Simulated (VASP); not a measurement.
Write the native input for VASP 6.6.1 that does the following.

```
Task                   : single point
Functional             : PBEsol
Dispersion             : D4
Potentials or basis    : VASP PAW PBE potentials, release 64 (Au)
Cutoff                 : 520 eV
k mesh                 : 6 × 6 × 6
Occupations            : methfessel-paxton, width 0.15 eV
Spin                   : no spin polarisation
Dipole correction      : no
Further INCAR settings : ALGO = Normal; EDIFF = 1e-07; NBANDS = 24
```

The structure of Au lies in POSCAR:

```
Au
1.0
    4.0710800000      0.0000000000      0.0000000000
    0.0000000000      4.0710800000      0.0000000000
    0.0000000000      0.0000000000      4.0710800000
Au
3
Direct
    0.0000000000      0.5000000000      0.5000000000
    0.5000000000      0.0000000000      0.5000000000
    0.5000000000      0.5000000000      0.0000000000
```

The input as run:

INCAR

```
  ALGO = Normal
  EDIFF = 1E-7
  ENCUT = 520
  GGA = PS
  ISIF = 2
  ISMEAR = 1
  IVDW = 13
  LASPH = T
  LCHARG = T
  LELF = T
  LREAL = F
  LVHAR = T
  LWAVE = F
  NBANDS = 24
  NELM = 60
  PREC = Accurate
  SIGMA = 0.15
```

KPOINTS

```
k-points
0
Gamma
  6 6 6
```

Potentials or basis: VASP PAW PBE potentials, release 64 (Au).

Run with:

```bash
$ cat potpaw_PBE.64/Au/POTCAR > POTCAR
$ mpirun -np 1 vasp_std > vasp.out
```

It gave:

The pressure is -14.0 GPa and the dispersion energy per atom is -0.306 eV.

Caveat: the PAW data sets were made with another functional, which shifts forces and pressure a little; pairwise dispersion overbinds metals, which lowers pressure and volume.

It took 11 s on 1 thread of Intel(R) Xeon(R) 6975P-C (Granite Rapids) (shared host), peak memory 0.17 GiB.
